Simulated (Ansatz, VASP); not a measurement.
# BiAu: VASP beside Ansatz

```
CELL_PARAMETERS angstrom
0.00000 2.91229 2.91229
2.91229 0.00000 2.91229
2.91229 2.91229 0.00000
ATOMIC_POSITIONS crystal
Au 0.00000 0.00000 0.00000
Bi 0.50000 0.50000 0.50000
```

Change from the starting cell: volume scaled by 0.9405.

Alike in both runs: task single point; functional PBE; k mesh 12 × 12 × 12; occupations fermi-dirac, width 0.03 eV; no spin polarisation.

|  | VASP | Ansatz |
| --- | --- | --- |
| version | VASP 6.6.1 | Ansatz 0.2.0 |
| potentials or method | VASP PAW PBE potentials, release 64 (Au, Bi_d), cutoff 500 eV | all-electron LAPW, scalar-relativistic |

|  | VASP | Ansatz | Ansatz less VASP |
| --- | --- | --- | --- |
| pressure (GPa) | 5.0 | 5.2 | +0.12 |

Ansatz ran all-electron here, and VASP with PAW potentials.

Neither program's run includes spin-orbit coupling.
